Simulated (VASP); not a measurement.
# Bi (Fm-3m) in VASP: single point with PBE

Aim: the single point of Bi with PBE.

Everything below comes from runs of VASP 6.6.1. Logs are shortened: lines on timing, memory, paths and dates and some standing lists are left out, and cuts for length are marked.

### 1 The cell of the first run

Symmetry: Fm-3m, No. 225, cubic system. Conventional cell: a = 5.032 Å, b = 5.032 Å, c = 5.032 Å, α = 90.00°, β = 90.00°, γ = 90.00°. Bi (site symmetry m-3m) has 12 Bi at 3.56 Å within 4.7 Å.

This isn't the form of Bi at room conditions, which is rhombohedral.

### 2 Single point, PBE

The input, POSCAR:

```
Bi
1.0
    0.0000000000      2.5161747668      2.5161747668
    2.5161747668      0.0000000000      2.5161747668
    2.5161747668      2.5161747668      0.0000000000
Bi
1
Direct
    0.0000000000      0.0000000000      0.0000000000
```

The input, INCAR.step1:

```
SYSTEM = Bi
PREC = Accurate
ENCUT = 520
EDIFF = 1E-7
ISMEAR = -1
SIGMA = 0.05
LREAL = .False.
LASPH = .True.
NELM = 100
ALGO = Normal
ISIF = 2
LWAVE = .False.
LCHARG = .True.
GGA = PE
NBANDS = 14
```

The input, KPOINTS.step1:

```
Automatic mesh
0
Gamma
  14 14 14
  0 0 0
```

The input, INCAR.step2:

```
SYSTEM = Bi
PREC = Accurate
ENCUT = 520
EDIFF = 1E-7
ISMEAR = -5
SIGMA = 0.05
LREAL = .False.
LASPH = .True.
NELM = 100
ALGO = Normal
ISIF = 2
LWAVE = .False.
LCHARG = .False.
GGA = PE
LORBIT = 11
NEDOS = 2001
ICHARG = 11
```

The input, KPOINTS.step2:

```
Automatic mesh
0
Gamma
  21 21 21
  0 0 0
```

Potentials or basis: VASP PAW PBE potentials, release 64 (Bi_d).

The run is started by

```bash
$ cat potpaw_PBE.64/Bi_d/POTCAR > POTCAR
$ cp INCAR.step1 INCAR
$ cp KPOINTS.step1 KPOINTS
$ mpirun -np 1 vasp_std > vasp.out
$ cp INCAR.step2 INCAR
$ cp KPOINTS.step2 KPOINTS
$ mpirun -np 1 vasp_std > vasp.out
```

OUTCAR:

```text
SYSTEM = Bi
   PREC = Accurate
   ENCUT = 520
   EDIFF = 1E-7
   ISMEAR = -5
   LREAL = .False.
   LASPH = .True.
   NELM = 100
   ISIF = 2
   GGA = PE
   LORBIT = 11
   ICHARG = 11

 ion  position               nearest neighbor table
   1  0.000  0.000  0.000-

  LATTYP: Found a face centered cubic cell.
 ALAT       =     5.0323495336

  Lattice vectors:

 A1 = (   0.0000000000,   2.5161747668,   2.5161747668)
 A2 = (   2.5161747668,   0.0000000000,   2.5161747668)
 A3 = (   2.5161747668,   2.5161747668,   0.0000000000)

Analysis of symmetry for initial positions (statically):
=====================================================================
 Subroutine PRICEL returns:
 Original cell was already a primitive cell.

 Routine SETGRP: Setting up the symmetry group for a
 face centered cubic supercell.

 Subroutine GETGRP returns: Found 48 space group operations
 (whereof 48 operations were pure point group operations)
 out of a pool of 48 trial point group operations.

The static configuration has the point symmetry O_h .

Analysis of symmetry for dynamics (positions and initial velocities):
=====================================================================
 Subroutine PRICEL returns:
 Original cell was already a primitive cell.

 Routine SETGRP: Setting up the symmetry group for a
 face centered cubic supercell.

 Subroutine GETGRP returns: Found 48 space group operations
 (whereof 48 operations were pure point group operations)
 out of a pool of 48 trial point group operations.

The dynamic configuration has the point symmetry O_h .

 Subroutine INISYM returns: Found 48 space group operations
 (whereof 48 operations are pure point group operations),
 and found     1 'primitive' translations

----------------------------------------------------------------------------------------

                                     Primitive cell

  volume of cell :      31.8605

  direct lattice vectors                    reciprocal lattice vectors
     0.000000000  2.516174767  2.516174767    -0.198714337  0.198714337  0.198714337
     2.516174767  0.000000000  2.516174767     0.198714337 -0.198714337  0.198714337
     2.516174767  2.516174767  0.000000000     0.198714337  0.198714337 -0.198714337

  length of vectors
     3.558408481  3.558408481  3.558408481     0.344183327  0.344183327  0.344183327

[... 86 lines left out ...]
   ISIF   =      2    stress and relaxation
   ISYM   =      2    0-nonsym 1-usesym 2-fastsym
   POTIM  = 0.5000    time-step for ionic-motion
   TEBEG  =    0.0;   TEEND  =   0.0 temperature during run
   PSTRESS=    0.0 pullay stress
   NELECT =      15.0000    total number of electrons
   NUPDOWN=      -1.0000    fix difference up-down
   EMIN   =  10.00;   EMAX   =-10.00  energy-range for DOS
   EFERMI =   0.00;   METHOD = LEGACY
   ISMEAR =    -5;   SIGMA  =   0.05  broadening in eV -4-tet -1-fermi 0-gaus
   EFERMI_NEDOS =   21; number of points for ismear=-14 and -15
   IALGO  =     38    algorithm
   IMIX   =      4    mixing-type and parameters
     AMIX     =   0.40;   BMIX     =  1.00
     AMIX_MAG =   1.60;   BMIX_MAG =  1.00
  volume/ion in A,a.u.               =      31.86       215.01
  Fermi-wavevector in a.u.,A,eV,Ry     =   1.273565  2.406689 22.068212  1.621968
  Thomas-Fermi vector in A             =   2.406381
   LORBIT       =     11    0 simple, 1 ext, 2 COOP (PROOUT), +10 PAW based schemes
   GGA     = PE    functional components
   LHFCALC =     F    Hartree Fock is set to
   AEXX    =    0.0000 exact exchange contribution
   IVDW    =     0    specifies the selected vdW correction
   LEPSILON=     F    determine dielectric tensor
   LRPA    =     F    only Hartree local field effects (RPA)
 non-spin polarized calculation
 Fermi weights with tetrahedron method with Bloechl corrections
  energy-cutoff  :      520.00
  volume of cell :       31.86
 maximum number of plane-waves:       883

 number of electron      15.0000000 magnetization

 Free energy of the ion-electron system (eV)
  ---------------------------------------------------
  ext. energy  EPLUGINS =         0.00000000
  ---------------------------------------------------
  free energy    TOTEN  =        -3.70355352 eV

  energy without entropy =       -3.70355352  energy(sigma->0) =       -3.70355352

 E-fermi :   7.7517     XC(G=0): -10.1839

 val. band max:        7.8132055533   @ k =  -0.1429   0.1429   0.0000
 cond. band min:       7.7093871787   @ k =  -0.4762   0.4286   0.0952
 fundamental gap:     -0.1038183746
 Fermi energy:         7.7516812256

 k-point     1 :       0.0000    0.0000    0.0000
  band No.  band energies     occupation
      1     -15.3715      2.00000
      2     -15.3715      2.00000
      3     -15.3715      2.00000
      4     -15.3067      2.00000
      5     -15.3067      2.00000
      6      -5.7339      2.00000
      7      12.5011      0.00000
      8      12.5011      0.00000
      9      12.5011      0.00000
     10      16.2863      0.00000
     11      16.7891      0.00000
[... 309 lines left out ...]
 k-point    24 :      -0.3810    0.0476    0.0000
  band No.  band energies     occupation
      1     -15.3625      2.00000
      2     -15.3610      2.00000
      3     -15.3596      2.00000
      4     -15.2537      2.00000
      5     -15.2464      2.00000
      6      -3.4469      2.00000
      7       3.4746      2.00000
      8      10.5579      0.00000
      9      11.1995      0.00000
     10      15.2326      0.00000
     11      16.2043      0.00000

 [... further k-points ...]

------------------------ aborting loop because EDIFF is reached ----------------------------------------

  FORCE on cell =-STRESS in cart. coord.  units (eV):
  Direction    XX          YY          ZZ          XY          YZ          ZX
  --------------------------------------------------------------------------------------
  -------------------------------------------------------------------------------------
  Total       -0.0854599     -0.0854599     -0.0854599      0.0000000     -0.0000000      0.0000000
  in kB       -4.2975453     -4.2975453     -4.2975453      0.0000000     -0.0000000      0.0000000
  external PRESSURE =      -4.2975453 kB  Pullay stress =       0.0000000 kB

 VOLUME and BASIS-vectors are now :
 -----------------------------------------------------------------------------
  energy-cutoff  :      520.00
  volume of cell :       31.86
      direct lattice vectors                 reciprocal lattice vectors
     0.000000000  2.516174767  2.516174767    -0.198714337  0.198714337  0.198714337
     2.516174767  0.000000000  2.516174767     0.198714337 -0.198714337  0.198714337
     2.516174767  2.516174767  0.000000000     0.198714337  0.198714337 -0.198714337

 POSITION                                       TOTAL-FORCE (eV/Angst)
 -----------------------------------------------------------------------------------
      0.00000      0.00000      0.00000         0.000000     -0.000000      0.000000
 -----------------------------------------------------------------------------------
    total drift:                                0.000000     -0.000000     -0.000000

  FREE ENERGIE OF THE ION-ELECTRON SYSTEM (eV)
  ---------------------------------------------------
  free  energy   TOTEN  =        -3.7035535223 eV

  energy  without entropy=       -3.7035535223  energy(sigma->0) =       -3.70355352

 total charge

# of ion       s       p       d       tot
------------------------------------------
    1        1.563   1.231   9.919  12.714
```

Wall time 2.4 min (1 thread of Intel Xeon 8259CL, shared host); peak memory 0.23 GiB.

What came out:

* Valence electrons inside the program's atomic spheres: Bi 12.71

Caveat: spin-orbit coupling is left out, which moves the levels of the heavy elements; tetrahedron occupations give inexact forces and stress in metals.
